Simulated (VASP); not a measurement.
Crystal: EuS3.

```
CELL_PARAMETERS angstrom
4.44269 0.00000 0.00000
0.00000 4.44269 0.00000
0.00000 0.00000 4.44269
ATOMIC_POSITIONS crystal
Eu 0.00000 0.00000 0.00000
S 0.50000 0.50000 0.00000
S 0.50000 0.00000 0.50000
S 0.00000 0.50000 0.50000
```

The cell was built from a structure type or drawn by symmetry, and may not be a known phase.

```yaml
Program: VASP 6.6.1
Task: relaxation of cell and atoms
Functional: PBE
Potentials_or_basis: VASP PAW PBE potentials, release 64 (Eu, S)
Cutoff: 600 eV
k_mesh: 4 × 4 × 4
Occupations: gaussian, width 0.1 eV
Spin: collinear spin, ferromagnetic start
Starting_moments: "[7.0, 0.0, 0.0, 0.0] μB"
```

At the start: pressure -6.2 GPa; volume 21.92 Å³/atom.

Where does the relaxation end?

Over 3 steps the energy falls by 53.2 meV/atom and the volume is 19.46 Å³/atom (-11.2 %); space group Pm-3m (No. 221, to 0.1 Å) before and after; moment 6.28 μB per cell.

Step by step:
| step | energy change (eV) | largest force (eV/Å) | pressure (GPa) | volume (Å³) |
| --- | --- | --- | --- | --- |
| 1 | 0.0000 | 0.0000 | -6.22 | 87.69 |
| 2 | -0.2119 | 0.0000 | 0.48 | 77.33 |
| 3 | -0.2127 | 0.0000 | 0.00 | 77.85 |

Final structure:
```cif
data_structure
_symmetry_space_group_name_H-M 'P 1'
_symmetry_Int_Tables_number 1
_cell_length_a 4.2699
_cell_length_b 4.2699
_cell_length_c 4.2699
_cell_angle_alpha 90.000
_cell_angle_beta 90.000
_cell_angle_gamma 90.000
_cell_volume 77.85
loop_
_atom_site_label
_atom_site_type_symbol
_atom_site_fract_x
_atom_site_fract_y
_atom_site_fract_z
_atom_site_occupancy
Eu1 Eu 0.00000 0.00000 0.00000 1
S1 S 0.50000 0.50000 0.00000 1
S2 S 0.50000 0.00000 0.50000 1
S3 S 0.00000 0.50000 0.50000 1
```

Caveat: a cell with one magnetic atom can't hold antiferromagnetic order, which such compounds often take; semilocal functionals describe open f shells poorly, which spoils levels, moments and volumes.
